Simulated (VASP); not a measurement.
Set up this calculation in VASP 6.6.1, as the native input.

- Task: single point
- Functional: PBE
- Potentials or basis: VASP PAW PBE potentials, release 64 (Ni, Si)
- Cutoff: 400 eV
- k mesh: 1 × 1 × 1, shifted
- Occupations: fermi-dirac, width 0.0862 eV
- Spin: no spin polarisation
- Dipole correction: no
- Further INCAR settings: LREAL = Auto; ALGO = Normal; EDIFF = 1e-06; NBANDS = 98; ISYM = -1

The structure of Si3Ni7 lies in POSCAR:

```
Si3Ni7
1.0
    6.3191000000      0.0520890000     -0.0979460000
    0.0520890000      6.2804780000      0.1071670000
   -0.0979460000      0.1071670000      6.3162060000
Ni Si
14 6
Direct
    0.2613511877      0.1473695920      0.7220879348
    0.4358850630      0.6267720693      0.3303068196
    0.5951233575      0.3526861871      0.6590067885
    0.4131322320      0.2092732213      0.3497204598
    0.0797007473      0.4404909276      0.4335932486
    0.2106028144      0.3823709673     -0.0016379843
    0.7898791600      0.7037103945      0.5119144265
    0.9629155943      0.6888589915      0.1390348540
    0.6793956990      0.9686712582      0.2447622035
    0.8357368715      0.1004520760      0.5486320326
    0.1646334000      0.8816250558      0.4210777911
    0.3135796437      0.9112874549      0.0511830883
    0.3680936799      0.6363828581      0.7360925312
    0.7160759553      0.4100328845      0.2486755152
    0.5029274048      0.9012254046      0.5783747561
    0.9381961969      0.3661328077      0.7798693092
    0.9808546733      0.1015296346      0.1944780087
    0.5853497339      0.6943419961      1.0120380995
    0.5298484069      0.1733977204      0.9746205267
    1.0272232732      0.8338783501      0.7844983475
```

These files were run (other wordings do the same):

INCAR

```
SYSTEM = Si3Ni7
PREC = Accurate ; ENCUT = 400
EDIFF = 1E-6 ; ISMEAR = -1
SIGMA = 0.0862 ; LREAL = Auto
LASPH = .TRUE. ; NELM = 120
ALGO = Normal ; ISIF = 2
LWAVE = .FALSE. ; LCHARG = .FALSE.
GGA = PE ; NBANDS = 98
ISYM = -1 ; GGA_COMPAT = .FALSE.
```

KPOINTS

```
explicit points
1
Reciprocal
  0.25000000   0.25000000   0.25000000 1
```

Potentials or basis: VASP PAW PBE potentials, release 64 (Ni, Si).

Command:

```console
$ cat potpaw_PBE.64/Ni/POTCAR potpaw_PBE.64/Si/POTCAR > POTCAR
$ mpirun -np 1 vasp_std > vasp.out
```

Results of the run:

```json
{"Pressure": "-5.9 GPa", "Largest force": "2.304 eV/Å"}
```

Caveat: the atoms stand as in a frame of molecular dynamics.

Run time: 2 min on 1 thread of AMD EPYC 7R43 64-Core Processor (Zen 3), on a shared host, peak memory 0.22 GiB.
